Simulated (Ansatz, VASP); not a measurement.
# Two plane-wave programs on K2NbTlF6

The input INCAR:

```
ALGO     = Normal         # electronic algorithm
EDIFF    = 1E-6           # SCF threshold, eV
ENCUT    = 520            # plane-wave cutoff, eV
GGA      = PE             # functional
ISIF     = 2              # what is computed and relaxed
ISMEAR   = 1              # smearing method
LASPH    = T              # aspherical terms in the spheres
LCHARG   = F              # write CHGCAR
LREAL    = F              # projectors in reciprocal space
LWAVE    = F              # write WAVECAR
NBANDS   = 54             # bands
NELM     = 100            # most SCF steps
PREC     = Accurate       # precision mode
SIGMA    = 0.1            # smearing width, eV
```

KPOINTS

```
k-points
0
Gamma
  4 4 4
```

The input POSCAR:

```
K2NbTlF6
1.0
    0.0000000000      4.7386060000      4.7386060000
    4.7386060000      0.0000000000      4.7386060000
    4.7386060000      4.7386060000      0.0000000000
K Nb Tl F
2 1 1 6
Direct
    0.7500000000      0.7500000000      0.7500000000
    0.2500000000      0.2500000000      0.2500000000
    0.0000000000      0.0000000000      0.0000000000
    0.5000000000      0.5000000000      0.5000000000
    0.7781030000      0.2218970000      0.2218970000
    0.2218970000      0.2218970000      0.7781030000
    0.2218970000      0.7781030000      0.7781030000
    0.2218970000      0.7781030000      0.2218970000
    0.7781030000      0.2218970000      0.7781030000
    0.7781030000      0.7781030000      0.2218970000
```

Input for Ansatz:

```yaml
crystal:
  lattice:
    - [0.0, 4.738606, 4.738606]
    - [4.738606, 0.0, 4.738606]
    - [4.738606, 4.738606, 0.0]
  atoms:
    - { symbol: K, position: [0.75, 0.75, 0.75] }
    - { symbol: K, position: [0.25, 0.25, 0.25] }
    - { symbol: Nb, position: [0.0, 0.0, 0.0] }
    - { symbol: Tl, position: [0.5, 0.5, 0.5] }
    - { symbol: F, position: [0.778103, 0.221897, 0.221897] }
    - { symbol: F, position: [0.221897, 0.221897, 0.778103] }
    - { symbol: F, position: [0.221897, 0.778103, 0.778103] }
    - { symbol: F, position: [0.221897, 0.778103, 0.221897] }
    - { symbol: F, position: [0.778103, 0.221897, 0.778103] }
    - { symbol: F, position: [0.778103, 0.778103, 0.221897] }
basis:
  ecutwfc: 557.833418042754
kpoints:
  mp_grid:
    grid: [4, 4, 4]
hamiltonian:
  xc: pbe
scf:
  occupations:
    method: cold
    width: 0.1
output:
  xc_energy_on_converged_density: [pbesol, lda, pbe]
  stress: true
```

Alike in both runs: task single point; functional PBE; k mesh 4 × 4 × 4; no spin polarisation.

```csv
,VASP,Ansatz
version,VASP 6.6.1,Ansatz 0.2.0
potentials or method,"VASP PAW PBE potentials, release 64 (K_sv, Nb_sv, Tl_d, F), cutoff 520 eV","plane waves, PAW"
occupations,"methfessel-paxton of order 1, width 0.1 eV","cold, width 0.1 eV"
valence electrons in the cell,86,86
```

```tsv
	VASP	Ansatz	Ansatz less VASP
pressure (GPa)	-1.3	-1.2	+0.17
```

Spin-orbit coupling is off throughout.
